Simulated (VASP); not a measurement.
The system is AlAs.

```xyz
2
Lattice="0.0000 2.8389 2.8389 2.8389 0.0000 2.8389 2.8389 2.8389 0.0000" Properties=species:S:1:pos:R:3 pbc="T T T"
Al    0.0000    0.0000    0.0000
As    4.2584    4.2584    4.2584
```

Base run:

| Quantity | Value |
| --- | --- |
| Program | VASP 6.6.1 |
| Functional | PBE0 |
| Potentials or basis | VASP PAW PBE potentials, release 64 (Al, As) |
| Cutoff | 400 eV |
| k mesh | 6 × 6 × 6 |
| Occupations | gaussian, width 0.01 eV |
| Spin | no spin polarisation |

Its results: band gap on the k mesh 2.77 eV (least direct gap 3.51 eV); pressure -0.2 GPa.

Task: After a change of settings the same cell gave: band gap on the k mesh 1.45 eV (least direct gap 1.99 eV); pressure 2.1 GPa. Which change was it?
A. functional from PBE0 to r2SCAN; cutoff from 400 eV to 550 eV
B. functional from PBE0 to PBE; cutoff from 400 eV to 500 eV; k mesh from 6 × 6 × 6 to 8 × 8 × 8
C. functional from PBE0 to HSE06

Result: B.

Caveats: the PAW data sets were made with another functional, which shifts forces and pressure a little (at least some runs).
